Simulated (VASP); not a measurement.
# SiC in VASP: notebook, part 2 of 2

VASP 6.6.1. The steps go on from the part before.

### 3 Single point, PBEsol

The input, INCAR:

```
ALGO = Normal
EDIFF = 1E-6
ENCUT = 520
GGA = PS
ISIF = 2
ISMEAR = 0
ISYM = 0
LASPH = T
LCHARG = F
LREAL = F
LWAVE = F
NBANDS = 36
NELM = 80
PREC = Accurate
SIGMA = 0.02
```

The input, KPOINTS:

```
k-points
0
Gamma
  12 12 2
```

The input, POSCAR:

```
SiC
1.0
    1.5394330685     -2.6663452851     -0.0000525190
    1.5393966916      2.6663242874      0.0000800892
    0.0001352767      0.0003755776     15.1072339011
Si C
6 6
Direct
    0.1659846525      0.8335788390      0.3577865743
    0.8326955366      0.1670127822      0.8577916242
    0.4993032835      0.5003238322      0.0245815606
    0.4993633849      0.5002577011      0.5245753965
    0.8326315159      0.1669662664      0.1913023069
    0.1660592845      0.8336249100      0.6913061786
    0.4992732690      0.5002906295      0.1499265460
    0.4993733315      0.5002768132      0.6499280824
    0.1660357909      0.8335783773      0.4827776679
    0.8326714054      0.1670098116      0.9827826140
    0.8326435618      0.1669360320      0.3162881392
    0.1660307682      0.8336543624      0.8162940452
```

Potentials or basis: VASP PAW PBE potentials, release 64 (Si, C).

Launch:

```sh
> cat potpaw_PBE.64/Si/POTCAR potpaw_PBE.64/C/POTCAR > POTCAR
> mpirun -np 1 vasp_std > vasp.out
```

OUTCAR:

```text
EDIFF = 1E-6
   ENCUT = 520
   GGA = PS
   ISIF = 2
   ISMEAR = 0
   ISYM = 0
   LASPH = T
   LREAL = F
   NELM = 80
   PREC = Accurate

 ion  position               nearest neighbor table
   1  0.166  0.834  0.358-  11 1.88  11 1.88  11 1.88   9 1.89   5 3.08   5 3.08   5 3.08   4 3.08
                             4 3.08   4 3.08
   2  0.833  0.167  0.858-  12 1.88  12 1.88  12 1.88  10 1.89   6 3.08   6 3.08   6 3.08   3 3.08
                             3 3.08   3 3.08
[... 1134 lines left out ...]

 VOLUME and BASIS-vectors are now :
 -----------------------------------------------------------------------------
  energy-cutoff  :      520.00
  volume of cell :      124.02
      direct lattice vectors                 reciprocal lattice vectors
     1.539433068 -2.666345285 -0.000052519     0.324797452 -0.187521123  0.000001754
     1.539396692  2.666324287  0.000080089     0.324800010  0.187525554 -0.000007570
     0.000135277  0.000375578 15.107233901    -0.000000593 -0.000001646  0.066193455

 POSITION                                       TOTAL-FORCE (eV/Angst)
 -----------------------------------------------------------------------------------
      1.53878      1.78015      5.40522         0.000665      0.000857      0.001469
      1.53909     -1.77462     12.95883        -0.000973     -0.001333      0.001574
      1.53884      0.00272      0.37137         0.001024     -0.001010     -0.002040
      1.53890      0.00257      7.92490        -0.000049     -0.001049      0.000100
      1.53883     -1.77483      2.89002        -0.000938      0.000045     -0.001086
      1.53901      1.78020     10.44378        -0.001122      0.000399     -0.001560
      1.53876      0.00276      2.26499         0.001118     -0.000422     -0.000084
      1.53896      0.00264      9.81863         0.001012      0.000074     -0.001089
      1.53887      1.78006      7.29349        -0.000003      0.001528      0.000812
      1.53907     -1.77452     14.84710        -0.001150      0.000691      0.000943
      1.53882     -1.77489      4.77821        -0.000357     -0.000862      0.000783
      1.53903      1.78040     12.33200         0.000773      0.001082      0.000176
 -----------------------------------------------------------------------------------
    total drift:                                0.000003     -0.000003     -0.000167

  FREE ENERGIE OF THE ION-ELECTRON SYSTEM (eV)
  ---------------------------------------------------
  free  energy   TOTEN  =       -95.5050911409 eV

  energy  without entropy=      -95.5050911409  energy(sigma->0) =      -95.50509114
```

OSZICAR:

```text
N       E                     dE             d eps       ncg     rms          rms(c)
DAV:   1     0.116289764103E+03    0.11629E+03   -0.21707E+04 10656   0.120E+03
DAV:   2    -0.947330559886E+02   -0.21102E+03   -0.19785E+03 13796   0.209E+02
DAV:   3    -0.106129060060E+03   -0.11396E+02   -0.11316E+02 14064   0.459E+01
DAV:   4    -0.106298312879E+03   -0.16925E+00   -0.16889E+00 13600   0.641E+00
DAV:   5    -0.106301832862E+03   -0.35200E-02   -0.35173E-02 13564   0.885E-01    0.214E+01
DAV:   6    -0.959421284456E+02    0.10360E+02   -0.29642E+01 13224   0.200E+01    0.977E+00
DAV:   7    -0.955901622487E+02    0.35197E+00   -0.30684E+00 13848   0.663E+00    0.397E+00
DAV:   8    -0.955150983235E+02    0.75064E-01   -0.21177E-01 12788   0.181E+00    0.118E+00
DAV:   9    -0.955047450443E+02    0.10353E-01   -0.26553E-02 13200   0.712E-01    0.169E-01
DAV:  10    -0.955050655396E+02   -0.32050E-03   -0.15480E-03 13024   0.178E-01    0.865E-02
DAV:  11    -0.955050920455E+02   -0.26506E-04   -0.11298E-04 13424   0.596E-02    0.144E-02
DAV:  12    -0.955050911409E+02    0.90460E-06   -0.75593E-06 13208   0.127E-02
   1 F= -.95505091E+02 E0= -.95505091E+02  d E =-.113466E-26
```

stdout:

```text
POSCAR found type information on POSCAR SiC
 POSCAR found :  2 types and      12 ions
 scaLAPACK will be used
 -----------------------------------------------------------------------------
|                                                                             |
|                                                                             |
|     You enforced a specific xc type in the INCAR file but a different       |
[... 26 lines left out ...]
 -----------------------------------------------------------------------------

 LDA part: xc-table for (Slater+PW92), standard interpolation
 POSCAR, INCAR and KPOINTS ok, starting setup
 FFT: planning ... GRIDC
 FFT: planning ... GRID_SOFT
 FFT: planning ... GRID
 WAVECAR not read
 entering main loop
```

It took 12 min on 1 thread of AMD EPYC 7R13, shared host; peak memory 0.53 GiB.

What came out:

```
Free energy            : -95.5051 eV
Pressure               : 0.4 GPa
Band gap on the k mesh : 1.91 eV (least direct gap 3.02 eV)
```

Forces in eV/Å, atoms in the order of the input:
```
Si   0.001  0.001  0.001
Si  -0.001 -0.001  0.002
Si   0.001 -0.001 -0.002
Si   0.000 -0.001  0.000
Si  -0.001  0.000 -0.001
Si  -0.001  0.000 -0.002
C    0.001  0.000  0.000
C    0.001  0.000 -0.001
C    0.000  0.002  0.001
C   -0.001  0.001  0.001
C    0.000 -0.001  0.001
C    0.001  0.001  0.000
```

Levels at points of the mesh, in eV from the valence-band top:
| k point | band 22 | band 23 | band 24 | band 25 | band 26 | band 27 |
| --- | --- | --- | --- | --- | --- | --- |
| (0.00, 0.00, 0.00) | -0.04 | 0.00 | 0.00 | 5.13 | 5.30 | 5.71 |
| (0.50, 0.00, 0.00) | -1.80 | -1.68 | -1.10 | 1.91 | 2.10 | 3.10 |
| (0.00, 0.50, 0.00) | -1.80 | -1.68 | -1.10 | 1.91 | 2.10 | 3.10 |
| (0.50, 0.50, 0.00) | -1.80 | -1.68 | -1.10 | 1.91 | 2.10 | 3.10 |
| (0.00, 0.00, 0.50) | -0.10 | -0.10 | -0.10 | 5.19 | 5.19 | 5.94 |
| (0.50, 0.00, 0.50) | -1.73 | -1.31 | -1.31 | 1.95 | 1.95 | 3.32 |
| (0.00, 0.50, 0.50) | -1.73 | -1.31 | -1.31 | 1.95 | 1.95 | 3.32 |
| (0.50, 0.50, 0.50) | -1.73 | -1.31 | -1.31 | 1.95 | 1.95 | 3.32 |

Caveat: the PAW data sets were made with another functional, which shifts forces and pressure a little. A k mesh can miss the band edges.
